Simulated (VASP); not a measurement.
A run of VASP 6.6.1 is set up as follows.

INCAR

```
SYSTEM = Ta
PREC     = Accurate       ! precision mode
ENCUT    = 520            ! plane-wave cutoff, eV
EDIFF    = 1E-6           ! SCF threshold, eV
ISMEAR   = -1             ! smearing method
SIGMA    = 0.08           ! smearing width, eV
LREAL    = .False.        ! projectors in reciprocal space
LASPH    = .True.         ! aspherical terms in the spheres
NELM     = 80             ! most SCF steps
ALGO     = Normal         ! electronic algorithm
ISIF     = 2              ! what is computed and relaxed
LWAVE    = .False.        ! write WAVECAR
LCHARG   = .False.        ! write CHGCAR
GGA      = PE             ! functional
NBANDS   = 24             ! bands
```

Contents of KPOINTS:

```
Automatic mesh
0
Gamma
  9 9 13
  0 0 0
```

File POSCAR:

```
Ta
1.0
    0.0000000000      3.3195547170     -3.3195547170
   -3.3195547170      0.0000000000      3.3195547170
    1.6597773585      1.6597773585      1.6597773585
Ta
3
Direct
    0.0000000000      0.0000000000      0.0000000000
    0.3333333330      0.6666666670      0.3333333330
    0.6666666670      0.3333333330      0.6666666670
```

Potentials or basis: VASP PAW PBE potentials, release 64 (Ta_pv).

Command:

```console
$ cat potpaw_PBE.64/Ta_pv/POTCAR > POTCAR
$ mpirun -np 1 vasp_std > vasp.out
```

(1) Estimate the pressure.

## Answers

(1) 0.1 GPa.
